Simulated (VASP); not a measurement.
Runs of VASP 6.6.1 on MgO. The structure is that of space group R-3m (No. 166), or close to it. The cells are those of the table. 

| level | cell | gap on the mesh (eV) | pressure (GPa) |
| --- | --- | --- | --- |
| PBE | a = 2.951 Å, angles 63.2°, 2 atoms | 3.94 | -2.6 |
| PBE | a = 3.232 Å, angles 52.2°, 2 atoms | 3.02 | (b) |
| PBE | a = 3.468 Å, angles 45.7°, 2 atoms | 0.25 | 2.4 |
| PBE | a = 2.878 Å, angles 67.3°, 2 atoms | 3.42 | -2.5 |
| PBE | a = 2.769 Å, angles 75.3°, 2 atoms | 2.63 | -2.7 |
| PBE | a = 3.803 Å, angles 38.9°, 2 atoms | none | 16.7 |
| PBE | a = 2.711 Å, angles 82.7°, 2 atoms | 2.32 | (a) |
| PBE+D3(BJ) | a = 3.468 Å, angles 45.7°, 2 atoms | 0.25 | -2.4 |
| PBE | a = 4.151 Å, angles 33.6°, 2 atoms | none | 33.4 |
| PBE | a = 3.102 Å, angles 56.6°, 2 atoms | 4.01 | -2.6 |

Alike in all rows: task single point; potentials or basis VASP PAW PBE potentials, release 64 (Mg, O); no spin polarisation; k mesh 10 × 10 × 10; cutoff (eV) 600; smearing gaussian 0.05 eV.

Q: Fill in the values left out.

A: (a) -4.0; (b) -1.8.

A k mesh can miss the band edges.

A gap of «none» marks levels without a gap at the run's occupations.
